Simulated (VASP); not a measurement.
# As2Se in VASP: a series of runs

Runs on As2Se. Level: PBE. Tasks: single point.

Everything below comes from runs of VASP 6.6.1. Logs are shortened: lines on timing, memory, paths and dates and some standing lists are left out, and cuts for length are marked.

### Step 1. The cell of the first run

The typed cell holds 9 atoms: a = 3.800 Å, b = 3.799 Å, c = 17.050 Å, α = 90.01°, β = 89.99°, γ = 120.00°.

### Step 2. Single point, PBE

Input file INCAR:

```
ALGO = Normal ; EDIFF = 1E-6
ENCUT = 520 ; GGA = PE
ISIF = 2 ; ISMEAR = 0
LASPH = T ; LCHARG = F
LREAL = F ; LWAVE = F
NBANDS = 34 ; NELM = 60
PREC = Accurate ; SIGMA = 0.2
```

Input file KPOINTS:

```
k-points
0
Gamma
  6 6 2
```

Input file POSCAR:

```
As2Se
1.0
    3.7996012769     -0.0000104313     -0.0004837842
   -1.8998050182      3.2902736844     -0.0004354368
    0.0044916062      0.0030390883     17.0497773937
As Se
6 3
Direct
    0.9990137916      0.0042021142      0.6436446639
    0.6657007710      0.3375304145      0.5672307704
   -0.0004883855      0.0044448888      0.3565271109
    0.3328306596      0.6711844945      0.4329417035
    0.6674736594      0.3288945546      0.8967078845
    0.3340381246      0.6624341325      0.1031581075
    0.3339029063      0.6636441077      0.8106161366
    0.6670781945      0.3305448386      0.1892459667
    0.0004502784     -0.0028795452      0.9999276561
```

Potentials or basis: VASP PAW PBE potentials, release 64 (As, Se).

Launch:

```bash
cat potpaw_PBE.64/As/POTCAR potpaw_PBE.64/Se/POTCAR > POTCAR
mpirun -np 1 vasp_std > vasp.out
```

OUTCAR:

```text
EDIFF = 1E-6
   ENCUT = 520
   GGA = PE
   ISIF = 2
   ISMEAR = 0
   LASPH = T
   LREAL = F
   NELM = 60
   PREC = Accurate

 ion  position               nearest neighbor table
   1  0.999  0.004  0.644-   2 2.55   2 2.55   2 2.55
   2  0.666  0.338  0.567-   1 2.55   1 2.55   1 2.55
   3  1.000  0.004  0.357-   4 2.55   4 2.55   4 2.55
   4  0.333  0.671  0.433-   3 2.55   3 2.55   3 2.55
   5  0.667  0.329  0.897-   7 2.64   7 2.64   7 2.64   9 2.81   9 2.81   9 2.82
   6  0.334  0.662  0.103-   8 2.63   8 2.64   8 2.64   9 2.81   9 2.81   9 2.82
   7  0.334  0.664  0.811-   5 2.64   5 2.64   5 2.64
   8  0.667  0.331  0.189-   6 2.63   6 2.64   6 2.64
   9  0.000  0.997  1.000-   5 2.81   6 2.81   6 2.81   5 2.81   5 2.82   6 2.82

  LATTYP: Found a triclinic cell.
 ALAT       =     6.5805370769
 B/A-ratio  =     0.5773616592
 C/A-ratio  =     2.7771246385
 COS(alpha) =     0.0000151245
 COS(beta)  =     0.1800178370
 COS(gamma) =     0.8660062938

  Lattice vectors:

 A1 = (   0.0000087595,  -6.5805369375,   0.0013546578)
 A2 = (  -1.8997962587,  -3.2902632531,   0.0009192210)
 A3 = (   5.6949146889,  -3.2933232040, -17.0498257411)

Analysis of symmetry for initial positions (statically):
=====================================================================
 Subroutine PRICEL returns:
 Original cell was already a primitive cell.

 Routine SETGRP: Setting up the symmetry group for a
 triclinic supercell.

 Subroutine GETGRP returns: Found  1 space group operations
 (whereof  1 operations were pure point group operations)
 out of a pool of  2 trial point group operations.

The static configuration has the point symmetry C_1 .

Analysis of symmetry for dynamics (positions and initial velocities):
=====================================================================
 Subroutine PRICEL returns:
 Original cell was already a primitive cell.

 Routine SETGRP: Setting up the symmetry group for a
 triclinic supercell.

 Subroutine GETGRP returns: Found  1 space group operations
 (whereof  1 operations were pure point group operations)
 out of a pool of  2 trial point group operations.

The dynamic configuration has the point symmetry C_1 .

 Subroutine INISYM returns: Found  1 space group operations
 (whereof  1 operations are pure point group operations),
 and found     1 'primitive' translations

----------------------------------------------------------------------------------------

                                     Primitive cell

  volume of cell :     213.1514

  direct lattice vectors                    reciprocal lattice vectors
     3.799601277 -0.000010431 -0.000483784     0.263185915  0.151963614 -0.000096421
    -1.899805018  3.290273684 -0.000435437     0.000000827  0.303926556 -0.000054175
     0.004491606  0.003039088 17.049777394     0.000007468  0.000012074  0.058651788

  length of vectors
     3.799601308  3.799363133 17.049778256     0.303907511  0.303926561  0.058651790

  position of ions in fractional coordinates (direct lattice)
     0.999013792  0.004202114  0.643644664
     0.665700771  0.337530415  0.567230770
     0.999511615  0.004444889  0.356527111
     0.332830660  0.671184494  0.432941703
     0.667473659  0.328894555  0.896707885
     0.334038125  0.662434133  0.103158108
     0.333902906  0.663644108  0.810616137
     0.667078195  0.330544839  0.189245967
     0.000450278  0.997120455  0.999927656

  ion indices of the primitive-cell ions
   primitive index   ion index
                 1           1
                 2           2
                 3           3
                 4           4
                 5           5
                 6           6
                 7           7
                 8           8
                 9           9

----------------------------------------------------------------------------------------

 KPOINTS: k-points

Automatic generation of k-mesh.
 Grid dimensions read from file:
 generate k-points for:    6    6    2

 Generating k-lattice:

  Cartesian coordinates                     Fractional coordinates (reciprocal lattice)
     0.043864319  0.025327269 -0.000016070     0.166666667  0.000000000  0.000000000
     0.000000138  0.050654426 -0.000009029    -0.000000000  0.166666667  0.000000000
     0.000003734  0.000006037  0.029325894     0.000000000  0.000000000  0.500000000

  Length of vectors
     0.050651252  0.050654427  0.029325895

  Shift w.r.t. Gamma in fractional coordinates (k-lattice)
     0.000000000  0.000000000  0.000000000

 Subroutine IBZKPT returns following result:
 ===========================================

 Found     40 irreducible k-points:

 Following reciprocal coordinates:
            Coordinates               Weight
  0.000000  0.000000  0.000000      1.000000
  0.166667  0.000000  0.000000      2.000000
 -0.166667  0.166667  0.000000      2.000000
  0.333333 -0.000000  0.000000      2.000000
 -0.333333  0.333333  0.000000      2.000000
  0.500000  0.000000  0.000000      1.000000
[... 16 lines left out ...]
 -0.166667  0.166667  0.500000      2.000000
  0.333333  0.000000  0.500000      2.000000
 [... further k-points ...]
   k-points           NKPTS =     40   k-points in BZ     NKDIM =     40   number of bands    NBANDS=     34
   number of dos      NEDOS =    301   number of ions     NIONS =      9
   total plane-waves  NPLWV = 100352
   dimension x,y,z NGX =    28 NGY =   28 NGZ =  128
   dimension x,y,z NGXF=    56 NGYF=   56 NGZF=  256
   ions per type =               6   3
   NGX,Y,Z   is equivalent  to a cutoff of  12.25, 12.25, 12.48 a.u.
   NGXF,Y,Z  is equivalent  to a cutoff of  24.50, 24.50, 24.96 a.u.
 SYSTEM =  unknown system
   PREC   = accura    normal or accurate (medium, high low for compatibility)
   ISTART =      0    job   : 0-new  1-cont  2-samecut
   ICHARG =      2    charge: 1-file 2-atom 10-const
   ISPIN  =      1    spin polarized calculation?
   LNONCOLLINEAR =      F non collinear calculations
   LSORBIT =      F    spin-orbit coupling
   LASPH  =      T    aspherical Exc in radial PAW
   ENCUT  =  520.0 eV  38.22 Ry    6.18 a.u.   7.06  7.06 31.70*2*pi/ulx,y,z
   NELM   =     60;   NELMIN=  2; NELMDL= -5     # of ELM steps
   EDIFF  = 0.1E-05   stopping-criterion for ELM
   LREAL  =      F    real-space projection
   EDIFFG = 0.1E-04   stopping-criterion for IOM
   NSW    =      0    number of steps for IOM
   IBRION =     -1    ionic relax: 0-MD 1-quasi-New 2-CG
   NFREE  =      0    steps in history (QN), initial steepest desc. (CG)
   ISIF   =      2    stress and relaxation
   ISYM   =      2    0-nonsym 1-usesym 2-fastsym
   POTIM  = 0.5000    time-step for ionic-motion
   TEBEG  =    0.0;   TEEND  =   0.0 temperature during run
   PSTRESS=    0.0 pullay stress
   NELECT =      48.0000    total number of electrons
   NUPDOWN=      -1.0000    fix difference up-down
   EMIN   =  10.00;   EMAX   =-10.00  energy-range for DOS
   EFERMI =   0.00;   METHOD = LEGACY
   ISMEAR =     0;   SIGMA  =   0.20  broadening in eV -4-tet -1-fermi 0-gaus
   EFERMI_NEDOS =   21; number of points for ismear=-14 and -15
   IALGO  =     38    algorithm
   IMIX   =      4    mixing-type and parameters
     AMIX     =   0.40;   BMIX     =  1.00
     AMIX_MAG =   1.60;   BMIX_MAG =  1.00
  volume/ion in A,a.u.               =      23.68       159.82
  Fermi-wavevector in a.u.,A,eV,Ry     =   0.996000  1.882167 13.497189  0.992015
  Thomas-Fermi vector in A             =   2.128058
   LORBIT       =      0    0 simple, 1 ext, 2 COOP (PROOUT), +10 PAW based schemes
   GGA     = PE    functional components
   LHFCALC =     F    Hartree Fock is set to
   AEXX    =    0.0000 exact exchange contribution
   IVDW    =     0    specifies the selected vdW correction
   LEPSILON=     F    determine dielectric tensor
   LRPA    =     F    only Hartree local field effects (RPA)
 non-spin polarized calculation
 Gauss-broadening in eV      SIGMA  =   0.20
  energy-cutoff  :      520.00
  volume of cell :      213.15
 maximum number of plane-waves:      5766
   NGX = 15   NGY = 15   NGZ = 63

 number of electron      48.0000001 magnetization

 Free energy of the ion-electron system (eV)
  ---------------------------------------------------
  ext. energy  EPLUGINS =         0.00000000
  ---------------------------------------------------
  free energy    TOTEN  =       -39.06486990 eV

  energy without entropy =      -39.04725086  energy(sigma->0) =      -39.05606038

 E-fermi :   4.4603     XC(G=0):  -9.5335

 val. band max:        4.3552819068   @ k =  -0.1667   0.1667   0.0000
 cond. band min:       4.5682132555   @ k =   0.0000   0.5000   0.5000
 fundamental gap:      0.2129313487
 Fermi energy:         4.4602684673

 k-point     1 :       0.0000    0.0000    0.0000
  band No.  band energies     occupation
      1     -11.2086      2.00000
      2     -10.6158      2.00000
      3      -9.8116      2.00000
      4      -9.2003      2.00000
      5      -9.1751      2.00000
      6      -5.8406      2.00000
[... 26 lines left out ...]
     33       6.2688      0.00000
     34       6.4434      0.00000

 k-point     2 :       0.1667    0.0000    0.0000
  band No.  band energies     occupation
      1     -10.9106      2.00000
      2     -10.3444      2.00000
      3      -9.4905      2.00000
      4      -9.0319      2.00000
      5      -8.8667      2.00000
      6      -5.8708      2.00000
[... 26 lines left out ...]
     33       6.7402      0.00000
     34       7.3963      0.00000
[... 775 lines left out ...]
     33       6.7518      0.00000
     34       7.2873      0.00000

 k-point    24 :       0.3333    0.0000    0.5000
  band No.  band energies     occupation
      1     -10.0743      2.00000
      2      -9.6278      2.00000
      3      -8.7541      2.00000
      4      -8.5340      2.00000
      5      -8.0122      2.00000
      6      -6.3312      2.00000
[... 26 lines left out ...]
     33       7.4553      0.00000
     34       8.1045      0.00000

 [... further k-points ...]

------------------------ aborting loop because EDIFF is reached ----------------------------------------

  FORCE on cell =-STRESS in cart. coord.  units (eV):
  Direction    XX          YY          ZZ          XY          YZ          ZX
  --------------------------------------------------------------------------------------
  -------------------------------------------------------------------------------------
  Total        0.1832133      0.1912197      0.2238741      0.0000969      0.0006952      0.0004813
  in kB        1.3771440      1.4373256      1.6827760      0.0007285      0.0052259      0.0036177
  external PRESSURE =       1.4990819 kB  Pullay stress =       0.0000000 kB

 VOLUME and BASIS-vectors are now :
 -----------------------------------------------------------------------------
  energy-cutoff  :      520.00
  volume of cell :      213.15
      direct lattice vectors                 reciprocal lattice vectors
     3.799601277 -0.000010431 -0.000483784     0.263185915  0.151963614 -0.000096421
    -1.899805018  3.290273684 -0.000435437     0.000000827  0.303926556 -0.000054175
     0.004491606  0.003039088 17.049777394     0.000007468  0.000012074  0.058651788

 POSITION                                       TOTAL-FORCE (eV/Angst)
 -----------------------------------------------------------------------------------
      3.79076      0.01577     10.97351         0.000934     -0.000635      0.053805
      1.89070      1.11228      9.67069         0.001546     -0.001206     -0.055265
      3.79090      0.01570      6.07822         0.000604     -0.000856     -0.054452
     -0.00855      2.20969      7.38111         0.000682     -0.002251      0.055108
      1.91533      1.08487     15.28820        -0.001886      0.002352      0.015147
      0.01118      2.17990      1.75837        -0.001708      0.001945     -0.014161
      0.01154      2.18603     13.82037        -0.000028     -0.000100     -0.033940
      1.90751      1.08815      3.22613         0.000286     -0.000549      0.033893
     -1.88813      3.28384     17.04811        -0.000430      0.001300     -0.000135
 -----------------------------------------------------------------------------------
    total drift:                               -0.000049      0.000044      0.000114

  FREE ENERGIE OF THE ION-ELECTRON SYSTEM (eV)
  ---------------------------------------------------
  free  energy   TOTEN  =       -39.0648699019 eV

  energy  without entropy=      -39.0472508581  energy(sigma->0) =      -39.05606038
```

Wall time 8 min (1 thread of Intel Xeon 8259CL, shared host); peak memory 0.4 GiB.

What came out:

```
Free energy            : -39.0649 eV
Pressure               : 0.1 GPa
Largest force          : 0.055 eV/Å
Band gap on the k mesh : 0.21 eV (least direct gap 0.49 eV)
```

Forces on the atoms (eV/Å):
```
As   0.001 -0.001  0.054
As   0.002 -0.001 -0.055
As   0.001 -0.001 -0.054
As   0.001 -0.002  0.055
As  -0.002  0.002  0.015
As  -0.002  0.002 -0.014
Se   0.000  0.000 -0.034
Se   0.000 -0.001  0.034
Se   0.000  0.001  0.000
```

Levels at points of the mesh, in eV from the valence-band top:
```csv
k point,band 21,band 22,band 23,band 24,band 25,band 26,band 27,band 28
"(0.00, 0.00, 0.00)",-1.37,-1.37,-0.96,-0.11,0.58,0.61,0.61,0.73
"(0.50, 0.00, 0.00)",-2.17,-1.79,-1.53,-1.30,0.74,0.75,0.93,1.44
"(0.50, 0.50, 0.00)",-2.17,-1.79,-1.53,-1.30,0.74,0.75,0.93,1.44
"(0.00, 0.50, 0.00)",-2.17,-1.80,-1.53,-1.30,0.74,0.75,0.93,1.44
"(0.00, 0.00, 0.50)",-1.38,-1.38,-0.83,-0.15,0.58,0.62,0.62,0.74
"(0.50, 0.00, 0.50)",-2.44,-2.01,-1.78,-0.83,0.21,1.16,1.38,1.50
"(0.50, 0.50, 0.50)",-2.44,-2.01,-1.78,-0.83,0.21,1.16,1.38,1.50
"(0.00, 0.50, 0.50)",-2.44,-2.01,-1.78,-0.83,0.21,1.16,1.38,1.50
```

A k mesh can miss the band edges.

### Step 3. Single point, PBE

This run uses another cell than the first one, of 24.10 Å³/atom.

Input file INCAR:

```
SYSTEM = As2Se
  PREC = Accurate
  ENCUT = 520
  EDIFF = 1E-6
  ISMEAR = 0
  SIGMA = 0.01
  LREAL = .False.
  LASPH = .True.
  NELM = 80
  ALGO = Normal
  ISIF = 2
  LWAVE = .False.
  LCHARG = .False.
  GGA = PE
  NBANDS = 34
```

Input file KPOINTS:

```
regular mesh
0
Gamma
  12 12 4
  0 0 0
```

Input file POSCAR:

```
As2Se
1.0
    3.7857119115      0.0000000000      0.0000000000
   -1.8928559557      3.2785226868      0.0000000000
    0.0000000000      0.0000000000     17.4734383945
As Se
6 3
Direct
    0.0000000000      0.0000000000      0.6421665587
    0.6666666667      0.3333333333      0.5668525121
    0.0000000000      0.0000000000      0.3578334413
    0.3333333333      0.6666666667      0.4331474879
    0.6666666667      0.3333333333      0.8988996966
    0.3333333333      0.6666666667      0.1011003034
    0.3333333333      0.6666666667      0.8146757647
    0.6666666667      0.3333333333      0.1853242353
    0.0000000000      0.0000000000      0.0000000000
```

Potentials or basis: VASP PAW PBE potentials, release 64 (As, Se).

Launch:

```bash
cat potpaw_PBE.64/As/POTCAR potpaw_PBE.64/Se/POTCAR > POTCAR
mpirun -np 1 vasp_std > vasp.out
```

Run time: 14 min. Hardware: 1 thread of Intel Xeon 8259CL, shared host; peak memory 0.56 GiB.

It converged, with:

```
Free energy            : -39.0344 eV
Pressure               : 0.2 GPa
Largest force          : 0.060 eV/Å
Band gap on the k mesh : zero (bands 24 and 25 overlap by 0.04 eV)
```

Forces in eV/Å, atoms in the order of the input:
```
As   0.000  0.000  0.056
As   0.000  0.000 -0.060
As   0.000  0.000 -0.056
As   0.000  0.000  0.060
As   0.000  0.000  0.014
As   0.000  0.000 -0.014
Se   0.000  0.000 -0.016
Se   0.000  0.000  0.016
Se   0.000  0.000  0.000
```

Levels at points of the mesh, in eV from the Fermi level:
| k point | band 21 | band 22 | band 23 | band 24 | band 25 | band 26 | band 27 | band 28 |
| --- | --- | --- | --- | --- | --- | --- | --- | --- |
| (0.00, 0.00, 0.00) | -1.61 | -1.61 | -1.28 | -0.27 | 0.22 | 0.39 | 0.46 | 0.46 |
| (0.50, 0.00, 0.00) | -2.42 | -1.98 | -1.79 | -1.62 | 0.42 | 0.51 | 0.73 | 1.27 |
| (0.00, 0.00, 0.50) | -1.61 | -1.61 | -1.10 | -0.33 | 0.24 | 0.39 | 0.46 | 0.46 |
| (0.50, 0.00, 0.50) | -2.61 | -2.20 | -1.98 | -1.21 | 0.02 | 0.83 | 1.23 | 1.26 |

Caveat: this functional lacks dispersion, which binds the layers, so the pressure and a relaxed spacing across them are unreliable.
